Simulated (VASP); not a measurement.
# CdPd (P4/mmm) in VASP: single point with LDA

Aim: the single point of CdPd with LDA.

Everything below comes from runs of VASP 6.6.1. Logs are shortened: lines on timing, memory, paths and dates and some standing lists are left out, and cuts for length are marked.

**1. The cell of the first run**

Symmetry: P4/mmm, No. 123, tetragonal system. Conventional cell: a = 2.969 Å, b = 2.969 Å, c = 3.614 Å, α = 90.00°, β = 90.00°, γ = 90.00°. Within 3.7 Å of Cd (site symmetry 4/mmm) lie 8 Pd at 2.77 Å and 6 Cd at 2.97 to 3.61 Å. Within 3.7 Å of Pd (site symmetry 4/mmm) lie 8 Cd at 2.77 Å and 6 Pd at 2.97 to 3.61 Å.

**2. Single point, LDA**

Input file INCAR:

```
SYSTEM = CdPd
PREC = Accurate
ENCUT = 630
EDIFF = 1E-6
ISMEAR = -1
SIGMA = 0.15
LREAL = .FALSE.
LASPH = .TRUE.
NELM = 120
ALGO = Normal
ISIF = 2
LWAVE = .FALSE.
LCHARG = .FALSE.
GGA = CA
NBANDS = 26
GGA_COMPAT = .FALSE.
```

Input file KPOINTS:

```
regular mesh
0
G
  14 14 12
  0 0 0
```

Input file POSCAR:

```
CdPd
1.0
    2.9688783375      0.0000000000      0.0000000000
    0.0000000000      2.9688783375      0.0000000000
    0.0000000000      0.0000000000      3.6136401709
Cd Pd
1 1
Direct
    0.0000000000      0.0000000000      0.0000000000
    0.5000000000      0.5000000000      0.5000000000
```

Potentials or basis: VASP PAW LDA potentials, release 64 (Cd_sv_GW, Pd_sv_GW).

Launch:

```console
> cat potpaw_LDA.64/Cd_sv_GW/POTCAR potpaw_LDA.64/Pd_sv_GW/POTCAR > POTCAR
> mpirun -np 1 vasp_std > vasp.out
```

OUTCAR:

```text
SYSTEM = CdPd
   PREC = Accurate
   ENCUT = 630
   EDIFF = 1E-6
   ISMEAR = -1
   LREAL = .FALSE.
   LASPH = .TRUE.
   NELM = 120
   ISIF = 2
   GGA = CA

 ion  position               nearest neighbor table
   1  0.000  0.000  0.000-
   2  0.500  0.500  0.500-

  LATTYP: Found a simple tetragonal cell.
 ALAT       =     2.9688783375
 C/A-ratio  =     1.2171735451

  Lattice vectors:

 A1 = (   2.9688783375,   0.0000000000,   0.0000000000)
 A2 = (   0.0000000000,   2.9688783375,   0.0000000000)
 A3 = (   0.0000000000,   0.0000000000,   3.6136401709)

Analysis of symmetry for initial positions (statically):
=====================================================================
 Subroutine PRICEL returns:
 Original cell was already a primitive cell.

 Routine SETGRP: Setting up the symmetry group for a
 simple tetragonal supercell.

 Subroutine GETGRP returns: Found 16 space group operations
 (whereof 16 operations were pure point group operations)
 out of a pool of 16 trial point group operations.

The static configuration has the point symmetry D_4h.

Analysis of symmetry for dynamics (positions and initial velocities):
=====================================================================
 Subroutine PRICEL returns:
 Original cell was already a primitive cell.

 Routine SETGRP: Setting up the symmetry group for a
 simple tetragonal supercell.

 Subroutine GETGRP returns: Found 16 space group operations
 (whereof 16 operations were pure point group operations)
 out of a pool of 16 trial point group operations.

The dynamic configuration has the point symmetry D_4h.

 Subroutine INISYM returns: Found 16 space group operations
 (whereof 16 operations are pure point group operations),
 and found     1 'primitive' translations

----------------------------------------------------------------------------------------

                                     Primitive cell

  volume of cell :      31.8515

  direct lattice vectors                    reciprocal lattice vectors
     2.968878338  0.000000000  0.000000000     0.336827544  0.000000000  0.000000000
     0.000000000  2.968878338  0.000000000     0.000000000  0.336827544  0.000000000
     0.000000000  0.000000000  3.613640171     0.000000000  0.000000000  0.276729268

  length of vectors
     2.968878338  2.968878338  3.613640171     0.336827544  0.336827544  0.276729268

  position of ions in fractional coordinates (direct lattice)
     0.000000000  0.000000000  0.000000000
     0.500000000  0.500000000  0.500000000

  ion indices of the primitive-cell ions
   primitive index   ion index
                 1           1
                 2           2

----------------------------------------------------------------------------------------

 KPOINTS: regular mesh

Automatic generation of k-mesh.
 Grid dimensions read from file:
 generate k-points for:   14   14   12

 Generating k-lattice:

  Cartesian coordinates                     Fractional coordinates (reciprocal lattice)
     0.024059110  0.000000000  0.000000000     0.071428571  0.000000000  0.000000000
     0.000000000  0.024059110  0.000000000     0.000000000  0.071428571  0.000000000
     0.000000000  0.000000000  0.023060772     0.000000000  0.000000000  0.083333333

  Length of vectors
     0.024059110  0.024059110  0.023060772

  Shift w.r.t. Gamma in fractional coordinates (k-lattice)
     0.000000000  0.000000000  0.000000000

 Subroutine IBZKPT returns following result:
 ===========================================

 Found    252 irreducible k-points:

 Following reciprocal coordinates:
            Coordinates               Weight
  0.000000  0.000000  0.000000      1.000000
  0.071429  0.000000  0.000000      4.000000
  0.142857  0.000000  0.000000      4.000000
  0.214286  0.000000  0.000000      4.000000
  0.285714  0.000000  0.000000      4.000000
  0.357143  0.000000  0.000000      4.000000
[... 16 lines left out ...]
  0.285714  0.214286  0.000000      8.000000
  0.357143  0.214286  0.000000      8.000000
 [... further k-points ...]
   k-points           NKPTS =    252   k-points in BZ     NKDIM =    252   number of bands    NBANDS=     26
   number of dos      NEDOS =    301   number of ions     NIONS =      2
   total plane-waves  NPLWV =  17280
   dimension x,y,z NGX =    24 NGY =   24 NGZ =   30
   dimension x,y,z NGXF=    48 NGYF=   48 NGZF=   60
   ions per type =               1   1
   NGX,Y,Z   is equivalent  to a cutoff of  13.44, 13.44, 13.80 a.u.
   NGXF,Y,Z  is equivalent  to a cutoff of  26.88, 26.88, 27.60 a.u.
 SYSTEM =  CdPd
   PREC   = accura    normal or accurate (medium, high low for compatibility)
   ISTART =      0    job   : 0-new  1-cont  2-samecut
   ICHARG =      2    charge: 1-file 2-atom 10-const
   ISPIN  =      1    spin polarized calculation?
   LNONCOLLINEAR =      F non collinear calculations
   LSORBIT =      F    spin-orbit coupling
   LASPH  =      T    aspherical Exc in radial PAW
   ENCUT  =  630.0 eV  46.30 Ry    6.80 a.u.   6.08  6.08  7.40*2*pi/ulx,y,z
   NELM   =    120;   NELMIN=  2; NELMDL= -5     # of ELM steps
   EDIFF  = 0.1E-05   stopping-criterion for ELM
   LREAL  =      F    real-space projection
   EDIFFG = 0.1E-04   stopping-criterion for IOM
   NSW    =      0    number of steps for IOM
   IBRION =     -1    ionic relax: 0-MD 1-quasi-New 2-CG
   NFREE  =      0    steps in history (QN), initial steepest desc. (CG)
   ISIF   =      2    stress and relaxation
   ISYM   =      2    0-nonsym 1-usesym 2-fastsym
   POTIM  = 0.5000    time-step for ionic-motion
   TEBEG  =    0.0;   TEEND  =   0.0 temperature during run
   PSTRESS=    0.0 pullay stress
   NELECT =      38.0000    total number of electrons
   NUPDOWN=      -1.0000    fix difference up-down
   EMIN   =  10.00;   EMAX   =-10.00  energy-range for DOS
   EFERMI =   0.00;   METHOD = LEGACY
   ISMEAR =    -1;   SIGMA  =   0.15  broadening in eV -4-tet -1-fermi 0-gaus
   EFERMI_NEDOS =   21; number of points for ismear=-14 and -15
   IALGO  =     38    algorithm
   IMIX   =      4    mixing-type and parameters
     AMIX     =   0.40;   BMIX     =  1.00
     AMIX_MAG =   1.60;   BMIX_MAG =  1.00
  volume/ion in A,a.u.               =      15.93       107.47
  Fermi-wavevector in a.u.,A,eV,Ry     =   1.736305  3.281142 41.018254  3.014757
  Thomas-Fermi vector in A             =   2.809745
   LORBIT       =      0    0 simple, 1 ext, 2 COOP (PROOUT), +10 PAW based schemes
   GGA     = CA    functional components
   LHFCALC =     F    Hartree Fock is set to
   AEXX    =    0.0000 exact exchange contribution
   IVDW    =     0    specifies the selected vdW correction
   LEPSILON=     F    determine dielectric tensor
   LRPA    =     F    only Hartree local field effects (RPA)
 non-spin polarized calculation
  energy-cutoff  :      630.00
  volume of cell :       31.85
 maximum number of plane-waves:      1168
   NGX = 13   NGY = 13   NGZ = 15

 number of electron      38.0000008 magnetization

 Free energy of the ion-electron system (eV)
  ---------------------------------------------------
  ext. energy  EPLUGINS =         0.00000000
  ---------------------------------------------------
  free energy    TOTEN  =        -7.47959821 eV

  energy without entropy =       -7.44164709  energy(sigma->0) =       -7.46062265

 E-fermi :   8.3941     XC(G=0): -13.4305

 val. band max:        8.3381341759   @ k =   0.4286   0.0714   0.4167
 cond. band min:       8.4303757680   @ k =   0.2143   0.0000   0.3333
 fundamental gap:      0.0922415922
 Fermi energy:         8.3940903249

 k-point     1 :       0.0000    0.0000    0.0000
  band No.  band energies     occupation
      1     -93.5858      2.00000
      2     -75.4868      2.00000
      3     -54.9563      2.00000
      4     -54.9563      2.00000
      5     -54.9345      2.00000
      6     -41.5324      2.00000
[... 18 lines left out ...]
     25      24.0422      0.00000
     26      24.1387      0.00000

 k-point     2 :       0.0714    0.0000    0.0000
  band No.  band energies     occupation
      1     -93.5857      2.00000
      2     -75.4865      2.00000
      3     -54.9583      2.00000
      4     -54.9561      2.00000
      5     -54.9343      2.00000
      6     -41.5320      2.00000
[... 18 lines left out ...]
     25      24.2160      0.00000
     26      24.7376      0.00000

 k-point     3 :       0.1429    0.0000    0.0000
  band No.  band energies     occupation
      1     -93.5854      2.00000
      2     -75.4855      2.00000
      3     -54.9637      2.00000
      4     -54.9557      2.00000
      5     -54.9338      2.00000
      6     -41.5310      2.00000
[... 18 lines left out ...]
     25      24.3554      0.00000
     26      25.5543      0.00000

 k-point     4 :       0.2143    0.0000    0.0000
  band No.  band energies     occupation
      1     -93.5849      2.00000
      2     -75.4842      2.00000
      3     -54.9715      2.00000
      4     -54.9551      2.00000
      5     -54.9331      2.00000
      6     -41.5295      2.00000
[... 18 lines left out ...]
     25      24.2050      0.00000
     26      24.6241      0.00000
[... 496 lines left out ...]
      1     -93.5840      2.00000
      2     -75.4816      2.00000
      3     -54.9704      2.00000
      4     -54.9703      2.00000
      5     -54.9318      2.00000
      6     -41.5263      2.00000
[... 18 lines left out ...]
     25      24.0214      0.00000
     26      25.3163      0.00000

 k-point    23 :       0.2857    0.2143    0.0000
  band No.  band energies     occupation
      1     -93.5835      2.00000
      2     -75.4802      2.00000
      3     -54.9790      2.00000
      4     -54.9697      2.00000
      5     -54.9310      2.00000
      6     -41.5245      2.00000
[... 18 lines left out ...]
     25      22.9781      0.00000
     26      23.7436      0.00000

 k-point    24 :       0.3571    0.2143    0.0000
  band No.  band energies     occupation
      1     -93.5830      2.00000
      2     -75.4788      2.00000
      3     -54.9868      2.00000
      4     -54.9691      2.00000
      5     -54.9303      2.00000
      6     -41.5228      2.00000
[... 18 lines left out ...]
     25      21.7781      0.00000
     26      22.2512      0.00000

 [... further k-points ...]

------------------------ aborting loop because EDIFF is reached ----------------------------------------

  FORCE on cell =-STRESS in cart. coord.  units (eV):
  Direction    XX          YY          ZZ          XY          YZ          ZX
  --------------------------------------------------------------------------------------
  -------------------------------------------------------------------------------------
  Total        0.0412189      0.0412189      0.0381163      0.0000000      0.0000000      0.0000000
  in kB        2.0733717      2.0733717      1.9173069      0.0000000      0.0000000      0.0000000
  external PRESSURE =       2.0213501 kB  Pullay stress =       0.0000000 kB

 VOLUME and BASIS-vectors are now :
 -----------------------------------------------------------------------------
  energy-cutoff  :      630.00
  volume of cell :       31.85
      direct lattice vectors                 reciprocal lattice vectors
     2.968878338  0.000000000  0.000000000     0.336827544  0.000000000  0.000000000
     0.000000000  2.968878338  0.000000000     0.000000000  0.336827544  0.000000000
     0.000000000  0.000000000  3.613640171     0.000000000  0.000000000  0.276729268

 POSITION                                       TOTAL-FORCE (eV/Angst)
 -----------------------------------------------------------------------------------
      0.00000      0.00000      0.00000         0.000000      0.000000      0.000000
      1.48444      1.48444      1.80682         0.000000      0.000000      0.000000
 -----------------------------------------------------------------------------------
    total drift:                                0.000000      0.000000     -0.000000

  FREE ENERGIE OF THE ION-ELECTRON SYSTEM (eV)
  ---------------------------------------------------
  free  energy   TOTEN  =        -7.4795982087 eV

  energy  without entropy=       -7.4416470949  energy(sigma->0) =       -7.46062265
```

Run time: 3.3 min. Hardware: 1 thread of Intel Xeon Platinum 8375C at 2.90GHz (Ice Lake), shared host; peak memory 0.45 GiB.

Results:

```yaml
Free_energy: -7.4796 eV
Pressure: 0.2 GPa
Band_gap_on_the_k_mesh: zero (bands 19 and 20 overlap by 5.83 eV)
```

Levels at points of the mesh, in eV from the Fermi level:
| k point | band 17 | band 18 | band 19 | band 20 | band 21 | band 22 |
| --- | --- | --- | --- | --- | --- | --- |
| (0.00, 0.00, 0.00) | -1.77 | -1.77 | -1.46 | 2.86 | 8.38 | 8.38 |
| (0.50, 0.00, 0.00) | -3.45 | -2.58 | -2.04 | 0.33 | 10.34 | 10.41 |
| (0.50, 0.50, 0.00) | -2.22 | -0.81 | -0.07 | -0.07 | 5.19 | 5.83 |
| (0.00, 0.00, 0.50) | -2.51 | -2.51 | -1.89 | -1.58 | 13.25 | 13.25 |
| (0.50, 0.00, 0.50) | -1.79 | -1.52 | -1.51 | -0.86 | 3.45 | 4.01 |
| (0.50, 0.50, 0.50) | -1.72 | -0.80 | 4.06 | 5.79 | 5.79 | 5.82 |

The gap in the log of VASP goes by the Fermi energy; the results here count the filled bands.